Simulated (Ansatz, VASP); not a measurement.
## Two plane-wave programs on PtSe2

```
Pt Se
1.0
     3.75150    0.00000    0.00000
    -1.87575    3.24889    0.00000
     0.00000    0.00000    6.52240
Pt Se
1 2
Direct
  0.00000 0.00000 0.00000
  0.33333 0.66667 0.20035
  0.66667 0.33333 0.79965
```

Alike in both runs: task relaxation of cell and atoms; functional PBE; k mesh 9 × 9 × 4; occupations gaussian, width 0.02 eV; no spin polarisation.

|  | VASP | Ansatz |
| --- | --- | --- |
| version | VASP 6.6.1 | Ansatz 0.2.0 |
| potentials or method | VASP PAW PBE potentials, release 64 (Pt, Se), cutoff 600 eV | scalar-relativistic, plane waves, PAW |
| valence electrons in the cell | 22 | 50 |

Ansatz gave:

```
gap on the k mesh at the Fermi level, each at its own relaxed structure (eV) : 0.91
relaxed volume (Å³/atom)                                                     : 26.50
relaxed cell length with the largest relative difference (Å)                 : 3.752
```

Problem. Which values does VASP return?

Solution. gap on the k mesh at the Fermi level, each at its own relaxed structure (eV): 0.90; relaxed volume (Å³/atom): 26.49; relaxed cell length with the largest relative difference (Å): 3.751.

VASP's potentials hold 22 valence electrons a cell and Ansatz's 50, so a difference there can come from the potentials and not from the codes.

Neither program's run includes spin-orbit coupling.
